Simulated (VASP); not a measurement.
Here is a VASP 6.6.1 calculation.

Contents of INCAR:

```
SYSTEM = HfO2
PREC = Accurate
ENCUT = 520
EDIFF = 1E-6
ISMEAR = 0
SIGMA = 0.05
LREAL = .False.
LASPH = .True.
NELM = 80
ALGO = Normal
ISIF = 2
LWAVE = .False.
LCHARG = .True.
GGA = PE
LELF = .True.
LVHAR = .True.
NBANDS = 18
```

KPOINTS

```
regular mesh
0
Gamma
  8 8 8
  0 0 0
```

POSCAR

```
HfO2
1.0
    0.0000000000      2.5828200858      2.5489194570
    2.5828200858      0.0000000000      2.5489194570
    2.5828200858      2.5828200858      0.0000000000
Hf O
1 2
Direct
    0.0000000000      0.0000000000      0.0000000000
    0.2500000000      0.2500000000      0.2500000000
    0.7500000000      0.7500000000      0.7500000000
```

Potentials or basis: VASP PAW PBE potentials, release 64 (Hf_pv, O).

Launch:

```sh
$ cat potpaw_PBE.64/Hf_pv/POTCAR potpaw_PBE.64/O/POTCAR > POTCAR
$ mpirun -np 1 vasp_std > vasp.out
```

Estimate the band gap on the k mesh.

3.59 eV, indirect (the least direct gap lies 1.7 meV higher).

Estimate the pressure.

-9.5 GPa.

Stress tensor (GPa, compression positive):
```
-11.50   0.00   0.00
  0.00 -11.50   0.00
  0.00   0.00  -5.66
```

Caveat: the cell differs from its parent crystal (normal strain along x +0.0133, normal strain along y +0.0133); spin-orbit coupling is left out, which moves the levels of the heavy elements. A k mesh can miss the band edges.
